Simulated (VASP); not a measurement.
# Sb (Fd-3m) in VASP: further runs

Aim: see how the results for Sb move with the level of theory and the settings. Levels: HSE06, PBE. Tasks: single point.

Program: VASP 6.6.1. These are calculated values, not measurements. Logs are shortened: lines on timing, memory, paths and dates and some standing lists are left out, and cuts for length are marked.

**1. The cell of the first run**

The structure is cubic, space group Fd-3m (No. 227). Conventional cell: a = 6.997 Å, b = 6.997 Å, c = 6.997 Å, α = 90.00°, β = 90.00°, γ = 90.00°. Within 4.0 Å of Sb (site symmetry -43m) lie 4 Sb at 3.03 Å.

**2. Single point, HSE06**

The input, POSCAR:

```
Sb
1.0
    0.0000000000      3.4984747398      3.4984747398
    3.4984747398      0.0000000000      3.4984747398
    3.4984747398      3.4984747398      0.0000000000
Sb
2
Direct
    0.1250000000      0.1250000000      0.1250000000
    0.8750000000      0.8750000000      0.8750000000
```

The input, INCAR.step1:

```
ALGO = Normal ; EDIFF = 1E-5
ENCUT = 520 ; GGA = PE
ISIF = 2 ; ISMEAR = -1
LASPH = True ; LCHARG = False
LREAL = False ; LWAVE = True
NBANDS = 12 ; NELM = 60
PREC = Accurate ; SIGMA = 0.1
```

The input, INCAR.step2:

```
ALGO = Normal ; EDIFF = 1E-7
ENCUT = 520 ; GGA = PE
HFSCREEN = 0.2079 ; ISIF = 2
ISMEAR = -1 ; ISTART = 1
LASPH = True ; LCHARG = False
LHFCALC = True ; LREAL = False
LWAVE = False ; NBANDS = 12
NELM = 60 ; PREC = Accurate
PRECFOCK = Normal ; SIGMA = 0.1
```

The input, KPOINTS:

```
k-points
0
Gamma
  4 4 4
```

Potentials or basis: VASP PAW PBE potentials, release 64 (Sb).

Command:

```console
$ cat potpaw_PBE.64/Sb/POTCAR > POTCAR
$ cp INCAR.step1 INCAR
$ mpirun -np 1 vasp_std > vasp.out
$ cp INCAR.step2 INCAR
$ mpirun -np 1 vasp_std > vasp.out
```

OUTCAR:

```text
EDIFF = 1E-7
   ENCUT = 520
   GGA = PE
   HFSCREEN = 0.2079
   ISIF = 2
   ISMEAR = -1
   ISTART = 1
   LASPH = True
   LHFCALC = True
   LREAL = False
   NELM = 60
   PREC = Accurate
   PRECFOCK = Normal

 ion  position               nearest neighbor table
   1  0.125  0.125  0.125-   2 3.03   2 3.03   2 3.03   2 3.03
   2  0.875  0.875  0.875-   1 3.03   1 3.03   1 3.03   1 3.03

  LATTYP: Found a face centered cubic cell.
 ALAT       =     6.9969494796

  Lattice vectors:

 A1 = (   0.0000000000,   3.4984747398,   3.4984747398)
 A2 = (   3.4984747398,   0.0000000000,   3.4984747398)
 A3 = (   3.4984747398,   3.4984747398,   0.0000000000)

Analysis of symmetry for initial positions (statically):
=====================================================================
 Subroutine PRICEL returns:
 Original cell was already a primitive cell.

 Routine SETGRP: Setting up the symmetry group for a
 face centered cubic supercell.

 Subroutine GETGRP returns: Found 48 space group operations
 (whereof 12 operations were pure point group operations)
 out of a pool of 48 trial point group operations.

The static configuration has the point symmetry D_3d.
 The point group associated with its full space group is O_h .

Analysis of symmetry for dynamics (positions and initial velocities):
=====================================================================
 Subroutine PRICEL returns:
 Original cell was already a primitive cell.

 Routine SETGRP: Setting up the symmetry group for a
 face centered cubic supercell.

 Subroutine GETGRP returns: Found 48 space group operations
 (whereof 12 operations were pure point group operations)
 out of a pool of 48 trial point group operations.

The dynamic configuration has the point symmetry D_3d.
 The point group associated with its full space group is O_h .

 Subroutine INISYM returns: Found 48 space group operations
 (whereof 12 operations are pure point group operations),
 and found     1 'primitive' translations

----------------------------------------------------------------------------------------

                                     Primitive cell

  volume of cell :      85.6379

  direct lattice vectors                    reciprocal lattice vectors
     0.000000000  3.498474740  3.498474740    -0.142919426  0.142919426  0.142919426
     3.498474740  0.000000000  3.498474740     0.142919426 -0.142919426  0.142919426
     3.498474740  3.498474740  0.000000000     0.142919426  0.142919426 -0.142919426

  length of vectors
     4.947590425  4.947590425  4.947590425     0.247543706  0.247543706  0.247543706

  position of ions in fractional coordinates (direct lattice)
     0.125000000  0.125000000  0.125000000
     0.875000000  0.875000000  0.875000000

  ion indices of the primitive-cell ions
   primitive index   ion index
                 1           1
                 2           2

----------------------------------------------------------------------------------------

 KPOINTS: k-points

Automatic generation of k-mesh.
 Grid dimensions read from file:
 generate k-points for:    4    4    4

 Generating k-lattice:

  Cartesian coordinates                     Fractional coordinates (reciprocal lattice)
    -0.035729856  0.035729856  0.035729856     0.250000000  0.000000000  0.000000000
     0.035729856 -0.035729856  0.035729856     0.000000000  0.250000000  0.000000000
     0.035729856  0.035729856 -0.035729856     0.000000000  0.000000000  0.250000000

  Length of vectors
     0.061885927  0.061885927  0.061885927

  Shift w.r.t. Gamma in fractional coordinates (k-lattice)
     0.000000000  0.000000000  0.000000000

 Subroutine IBZKPT returns following result:
 ===========================================

 Found      8 irreducible k-points:

 Following reciprocal coordinates:
            Coordinates               Weight
  0.000000  0.000000  0.000000      1.000000
  0.250000  0.000000  0.000000      8.000000
  0.500000  0.000000  0.000000      4.000000
  0.250000  0.250000  0.000000      6.000000
  0.500000  0.250000  0.000000     24.000000
 -0.250000  0.250000  0.000000     12.000000
  0.500000  0.500000  0.000000      3.000000
 -0.250000  0.500000  0.250000      6.000000
   k-points           NKPTS =      8   k-points in BZ     NKDIM =     64   number of bands    NBANDS=     12
   number of dos      NEDOS =    301   number of ions     NIONS =      2
   total plane-waves  NPLWV =  64000
   dimension x,y,z NGX =    40 NGY =   40 NGZ =   40
   dimension x,y,z NGXF=    80 NGYF=   80 NGZF=   80
   ions per type =               2
   NGX,Y,Z   is equivalent  to a cutoff of  13.44, 13.44, 13.44 a.u.
   NGXF,Y,Z  is equivalent  to a cutoff of  26.88, 26.88, 26.88 a.u.
 SYSTEM =  unknown system
   PREC   = accura    normal or accurate (medium, high low for compatibility)
   ISTART =      1    job   : 0-new  1-cont  2-samecut
   ICHARG =      0    charge: 1-file 2-atom 10-const
   ISPIN  =      1    spin polarized calculation?
[... 65 lines left out ...]
 fundamental gap:      0.8771416373
 Fermi energy:         3.5474985847

 k-point     1 :       0.0000    0.0000    0.0000
  band No.  band energies     occupation
      1      -9.0812      2.00000
      2      -2.2583      2.00000
      3       1.5800      2.00000
      4       1.5800      2.00000
      5       1.5800      2.00000
      6       4.3861      0.00046
      7       4.3861      0.00046
      8       4.3861      0.00046
      9       7.9964      0.00000
     10      10.5213      0.00000
     11      10.5213      0.00000
     12      11.7772      0.00000

 k-point     2 :       0.2500    0.0000    0.0000
  band No.  band energies     occupation
      1      -8.6298      2.00000
      2      -3.8173      2.00000
      3       1.0840      2.00000
      4       1.0840      2.00000
      5       1.5254      2.00000
      6       5.1120      0.00000
      7       5.1120      0.00000
      8       5.6837      0.00000
      9       9.3874      0.00000
     10       9.8846      0.00000
     11       9.8846      0.00000
     12      11.2984      0.00000

 k-point     3 :       0.5000    0.0000    0.0000
  band No.  band energies     occupation
      1      -7.9071      2.00000
      2      -5.3030      2.00000
      3       0.7348      2.00000
      4       0.7348      2.00000
      5       1.2153      2.00000
      6       5.5207      0.00000
      7       5.5207      0.00000
      8       8.1129      0.00000
      9       9.7232      0.00000
     10      10.4188      0.00000
     11      11.2019      0.00000
     12      11.2019      0.00000

 k-point     4 :       0.2500    0.2500    0.0000
  band No.  band energies     occupation
      1      -8.4549      2.00000
      2      -4.1601      2.00000
      3       0.4728      2.00000
      4       0.4728      2.00000
      5       3.0911      1.97937
      6       3.5089      1.19049
      7       6.2942      0.00000
      8       6.2942      0.00000
      9       8.4687      0.00000
     10      10.3177      0.00000
     11      11.2102      0.00000
     12      13.1339      0.00000

 k-point     5 :       0.5000    0.2500    0.0000
  band No.  band energies     occupation
      1      -7.5930      2.00000
      2      -5.6403      2.00000
      3      -0.4719      2.00000
      4       0.2083      2.00000
      5       3.0898      1.97964
      6       4.8401      0.00000
      7       6.8428      0.00000
      8       6.8474      0.00000
      9       9.6759      0.00000
     10      10.6936      0.00000
     11      11.4211      0.00000
     12      12.3396      0.00000

 k-point     6 :      -0.2500    0.2500    0.0000
  band No.  band energies     occupation
      1      -7.9537      2.00000
      2      -5.1124      2.00000
      3      -0.4848      2.00000
      4       0.7016      2.00000
      5       2.8068      1.99879
      6       5.6570      0.00000
      7       5.8609      0.00000
      8       6.4023      0.00000
      9       9.4789      0.00000
     10       9.7890      0.00000
     11      11.2260      0.00000
     12      12.4847      0.00000

 k-point     7 :       0.5000    0.5000    0.0000
  band No.  band energies     occupation
      1      -6.6892      2.00000
      2      -6.6892      2.00000
      3      -0.1885      2.00000
      4      -0.1885      2.00000
      5       3.2377      1.91362
      6       3.2377      1.91362
      7       8.3533      0.00000
      8       8.3533      0.00000
      9      10.2946      0.00000
     10      10.2946      0.00000
     11      12.4290      0.00000
     12      12.4290      0.00000

 k-point     8 :      -0.2500    0.5000    0.2500
  band No.  band energies     occupation
      1      -6.6744      2.00000
      2      -6.6744      2.00000
      3      -0.5070      2.00000
      4      -0.5070      2.00000
      5       4.5871      0.00006
      6       4.5871      0.00006
      7       6.5872      0.00000
      8       6.5872      0.00000
      9      10.1866      0.00000
     10      10.1866      0.00000
     11      12.2732      0.00000
     12      12.2732      0.00000

------------------------ aborting loop because EDIFF is reached ----------------------------------------

  FORCE on cell =-STRESS in cart. coord.  units (eV):
  Direction    XX          YY          ZZ          XY          YZ          ZX
  --------------------------------------------------------------------------------------
  -------------------------------------------------------------------------------------
  Total       -1.2656662     -1.2656662     -1.2656662     -0.0000000      0.0000000     -0.0000000
  in kB      -23.6790092    -23.6790092    -23.6790092     -0.0000000      0.0000000     -0.0000000
  external PRESSURE =     -23.6790092 kB  Pullay stress =       0.0000000 kB

 VOLUME and BASIS-vectors are now :
 -----------------------------------------------------------------------------
  energy-cutoff  :      520.00
  volume of cell :       85.64
      direct lattice vectors                 reciprocal lattice vectors
     0.000000000  3.498474740  3.498474740    -0.142919426  0.142919426  0.142919426
     3.498474740  0.000000000  3.498474740     0.142919426 -0.142919426  0.142919426
     3.498474740  3.498474740  0.000000000     0.142919426  0.142919426 -0.142919426

 POSITION                                       TOTAL-FORCE (eV/Angst)
 -----------------------------------------------------------------------------------
      0.87462      0.87462      0.87462        -0.000000     -0.000000     -0.000000
      6.12233      6.12233      6.12233         0.000000      0.000000      0.000000
 -----------------------------------------------------------------------------------
    total drift:                                0.000000      0.000000     -0.000000

  FREE ENERGIE OF THE ION-ELECTRON SYSTEM (eV)
  ---------------------------------------------------
  free  energy   TOTEN  =        -9.4635859242 eV

  energy  without entropy=       -9.4420295510  energy(sigma->0) =       -9.45280774
```

Run time: 10 min. Hardware: 1 thread of Intel Xeon Platinum 8375C at 2.90GHz (Ice Lake), shared host; peak memory 0.34 GiB.

What came out:

| Item | Value |
| --- | --- |
| Free energy | -9.4636 eV |
| Pressure | -2.4 GPa |
| Band gap on the k mesh | zero (band 5 reaches 4.59 eV, above the bottom of band 6 at 3.24 eV) |

Caveat: the k points lie up to 0.39 Å⁻¹ apart; the PAW data sets were made with another functional, which shifts forces and pressure a little; spin-orbit coupling is left out, which moves the levels of the heavy elements.

**3. Single point, PBE**

The input, INCAR:

```
SYSTEM = Sb
ALGO     = Normal         ! electronic algorithm
EDIFF    = 1E-6           ! SCF threshold, eV
ENCUT    = 520            ! plane-wave cutoff, eV
GGA      = PE             ! functional
ISIF     = 2              ! what is computed and relaxed
ISMEAR   = -1             ! smearing method
LASPH    = .True.         ! aspherical terms in the spheres
LCHARG   = .False.        ! write CHGCAR
LREAL    = .False.        ! projectors in reciprocal space
LWAVE    = .False.        ! write WAVECAR
NBANDS   = 12             ! bands
NELM     = 80             ! most SCF steps
PREC     = Accurate       ! precision mode
SIGMA    = 0.1            ! smearing width, eV
```

The input, KPOINTS:

```
k-points
0
Gamma
  8 8 8
  0 0 0
```

The input, POSCAR:

```
Sb
1.0
    0.0000000000      3.4984747387      3.4984747387
    3.4984747387      0.0000000000      3.4984747387
    3.4984747387      3.4984747387      0.0000000000
Sb
2
Direct
    0.1250000000      0.1250000000      0.1250000000
    0.8750000000      0.8750000000      0.8750000000
```

Potentials or basis: VASP PAW PBE potentials, release 64 (Sb).

Command:

```console
$ cat potpaw_PBE.64/Sb/POTCAR > POTCAR
$ mpirun -np 1 vasp_std > vasp.out
```

Run time: 20 s. Hardware: 1 thread of AMD EPYC 7R13 (Zen 3), shared host; peak memory 0.2 GiB.

It converged, with:

| Property | Result |
| --- | --- |
| Free energy | -7.6704 eV |
| Pressure | 0.0 GPa |
| Band gap on the k mesh | zero (band 5 reaches 4.60 eV, above the bottom of band 6 at 3.40 eV) |

Levels at points of the mesh, in eV from the Fermi level:
| k point | band 2 | band 3 | band 4 | band 5 | band 6 | band 7 | band 8 | band 9 |
| --- | --- | --- | --- | --- | --- | --- | --- | --- |
| (0.00, 0.00, 0.00) | -5.41 | -1.76 | -1.76 | -1.76 | 0.51 | 0.51 | 0.51 | 3.94 |
| (0.50, 0.00, 0.00) | -8.04 | -2.52 | -2.52 | -2.23 | 1.55 | 1.55 | 3.92 | 5.59 |
| (0.50, 0.50, 0.00) | -9.29 | -3.36 | -3.36 | -0.46 | -0.46 | 4.10 | 4.10 | 6.10 |

Caveat: spin-orbit coupling is left out, which moves the levels of the heavy elements.

**4. Single point, PBE (volume scaled by 0.88)**

The input, INCAR:

```
SYSTEM = Sb
PREC = Accurate
ENCUT = 520
EDIFF = 1E-7
ISMEAR = -1
SIGMA = 0.1
LREAL = .False.
LASPH = .True.
NELM = 80
ALGO = Normal
ISIF = 2
LWAVE = .False.
LCHARG = .False.
GGA = PE
NBANDS = 12
```

The input, KPOINTS:

```
regular mesh
0
Gamma
  9 9 9
  0 0 0
```

The input, POSCAR:

```
Sb
1.0
    0.0000000000      3.3525322665      3.3525322665
    3.3525322665      0.0000000000      3.3525322665
    3.3525322665      3.3525322665      0.0000000000
Sb
2
Direct
    0.1250000000      0.1250000000      0.1250000000
    0.8750000000      0.8750000000      0.8750000000
```

Command:

```console
$ cat potpaw_PBE.64/Sb/POTCAR > POTCAR
$ mpirun -np 1 vasp_std > vasp.out
```

Wall time 21 s (1 thread of AMD EPYC 7R13 (Zen 3), shared host); peak memory 0.18 GiB.

It converged, with:

```yaml
Free_energy: -7.5300 eV
Pressure: 5.1 GPa
Band_gap_on_the_k_mesh: zero (band 5 reaches 5.68 eV, above the bottom of band 6 at 4.58 eV)
```

Levels at points of the mesh, in eV from the Fermi level:
| k point | band 2 | band 3 | band 4 | band 5 | band 6 | band 7 | band 8 | band 9 |
| --- | --- | --- | --- | --- | --- | --- | --- | --- |
| (0.00, 0.00, 0.00) | -4.77 | -1.95 | -1.95 | -1.95 | 0.46 | 0.46 | 0.46 | 3.94 |

Caveat: spin-orbit coupling is left out, which moves the levels of the heavy elements.

**5. Single point, PBE (volume scaled by 0.92)**

The input, INCAR:

```
PREC = Accurate
ENCUT = 520
EDIFF = 1E-6
ISMEAR = -1
SIGMA = 0.1
LREAL = False
LASPH = True
NELM = 100
ALGO = Normal
ISIF = 2
LWAVE = False
LCHARG = False
GGA = PE
NBANDS = 12
```

The input, KPOINTS:

```
Automatic mesh
0
Gamma
  9 9 9
```

The input, POSCAR:

```
Sb
1.0
    0.0000000000      3.4025774396      3.4025774396
    3.4025774396      0.0000000000      3.4025774396
    3.4025774396      3.4025774396      0.0000000000
Sb
2
Direct
    0.1250000000      0.1250000000      0.1250000000
    0.8750000000      0.8750000000      0.8750000000
```

Command:

```console
$ cat potpaw_PBE.64/Sb/POTCAR > POTCAR
$ mpirun -np 1 vasp_std > vasp.out
```

Run time: 28 s. Hardware: 1 thread of AMD EPYC 7R13 (Zen 3), shared host; peak memory 0.18 GiB.

Results (log left out):

- Free energy: -7.6167 eV
- Pressure: 3.1 GPa
- Band gap on the k mesh: zero (band 5 reaches 5.16 eV, above the bottom of band 6 at 4.19 eV)

Levels at points of the mesh, in eV from the Fermi level:
| k point | band 3 | band 4 | band 5 | band 6 | band 7 | band 8 |
| --- | --- | --- | --- | --- | --- | --- |
| (0.00, 0.00, 0.00) | -1.87 | -1.87 | -1.87 | 0.50 | 0.50 | 0.50 |

Caveat: spin-orbit coupling is left out, which moves the levels of the heavy elements.

**6. Single point, PBE (volume scaled by 0.96)**

The input, INCAR:

```
SYSTEM = Sb
ALGO = Normal
EDIFF = 1E-6
ENCUT = 520
GGA = PE
ISIF = 2
ISMEAR = -1
LASPH = .TRUE.
LCHARG = .TRUE.
LELF = .TRUE.
LREAL = .FALSE.
LVHAR = .TRUE.
LWAVE = .FALSE.
NBANDS = 12
NELM = 80
PREC = Accurate
SIGMA = 0.1
```

The input, KPOINTS:

```
k-points
0
G
  9 9 9
  0 0 0
```

The input, POSCAR:

```
Sb
1.0
    0.0000000000      3.4511922569      3.4511922569
    3.4511922569      0.0000000000      3.4511922569
    3.4511922569      3.4511922569      0.0000000000
Sb
2
Direct
    0.1250000000      0.1250000000      0.1250000000
    0.8750000000      0.8750000000      0.8750000000
```

Potentials or basis: VASP PAW PBE potentials, release 64 (Sb).

Command:

```console
$ cat potpaw_PBE.64/Sb/POTCAR > POTCAR
$ mpirun -np 1 vasp_std > vasp.out
```

It used 23 s of CPU time on 1 thread of AMD EPYC 7R13 Processor (Zen 3), with other jobs on the host.

The run converged. Its results:

```
Free energy            : -7.6632 eV
Pressure               : 1.4 GPa
Band gap on the k mesh : zero (band 5 reaches 4.68 eV, above the bottom of band 6 at 3.82 eV)
```

Levels at points of the mesh, in eV from the Fermi level:
```csv
k point,band 2,band 3,band 4,band 5,band 6,band 7,band 8,band 9
"(0.00, 0.00, 0.00)",-5.19,-1.80,-1.80,-1.80,0.52,0.52,0.52,3.97
```

Caveat: spin-orbit coupling is left out, which moves the levels of the heavy elements.

**7. The runs side by side**

| level | cell | k mesh | grid for exact exchange (PRECFOCK) | screening parameter | gap on the mesh (eV) | pressure (GPa) |
| --- | --- | --- | --- | --- | --- | --- |
| HSE06 | a = 4.948 Å, angles 60.0°, 2 atoms | 4 × 4 × 4 | Normal | 0.2079 1/Å | none | -2.4 |
| PBE | a = 4.948 Å, angles 60.0°, 2 atoms | 8 × 8 × 8 | - | - | none | 0.0 |
| PBE | a = 4.741 Å, angles 60.0°, 2 atoms | 9 × 9 × 9 | - | - | none | 5.1 |
| PBE | a = 4.812 Å, angles 60.0°, 2 atoms | 9 × 9 × 9 | - | - | none | 3.1 |
| PBE | a = 4.881 Å, angles 60.0°, 2 atoms | 9 × 9 × 9 | - | - | none | 1.4 |

Alike in all rows: task single point; potentials or basis VASP PAW PBE potentials, release 64 (Sb); no spin polarisation; cutoff (eV) 520; smearing fermi-dirac 0.1 eV.

Caveats: some runs use coarse meshes; spin-orbit coupling is left out, which moves the levels of the heavy elements; the PAW data sets were made with another functional, which shifts forces and pressure a little (some runs).

Absolute energies hang on the potentials; compare differences alone.
